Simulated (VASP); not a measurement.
Input of a VASP 6.6.1 run:

Contents of INCAR:

```
SYSTEM = Si4Mo2C
ALGO = Normal
DIPOL = 0.5 0.5 0.362
EDIFF = 1E-6
ENCUT = 520
GGA = PE
IDIPOL = 3
ISIF = 2
ISMEAR = 0
LASPH = .True.
LCHARG = .False.
LDIPOL = .True.
LREAL = .False.
LWAVE = .False.
NBANDS = 33
NELM = 60
PREC = Accurate
SIGMA = 0.1
```

KPOINTS

```
k-points
0
Gamma
  8 8 1
  0 0 0
```

POSCAR

```
Si4Mo2C
1.0
    3.2169717285      0.0000000000      0.0000000000
    0.0000000000      3.2169717285      0.0000000000
    0.0000000000      0.0000000000     21.8787970046
Si Mo C
4 2 1
Direct
    0.0000000000      0.0000000000      0.1828254085
    0.0000000000      0.0000000000      0.3015081460
    0.5000000000      0.5000000000      0.3593659936
    0.5000000000      0.5000000000      0.4743769505
    0.5000000000      0.5000000000      0.2421667772
    0.0000000000      0.0000000000      0.4192862006
    0.6250000000      0.6250000000      0.5540506066
```

Potentials or basis: VASP PAW PBE potentials, release 64 (Si, Mo_sv, C).

Run with:

```console
$ cat potpaw_PBE.64/Si/POTCAR potpaw_PBE.64/Mo_sv/POTCAR potpaw_PBE.64/C/POTCAR > POTCAR
$ mpirun -np 1 vasp_std > vasp.out
```

Task: What does it give for the largest force?

Result: 0.724 eV/Å.

Task: What does it give for the band gap on the k mesh?

Result: Zero (bands 24 and 25 overlap by 0.86 eV).

Forces on the atoms (eV/Å):
```
Si  -0.005 -0.005  0.566
Si   0.017  0.017 -0.345
Si  -0.041 -0.041 -0.095
Si  -0.314 -0.314  0.572
Mo   0.020  0.020 -0.317
Mo   0.112  0.112 -0.400
C    0.210  0.210  0.019
```
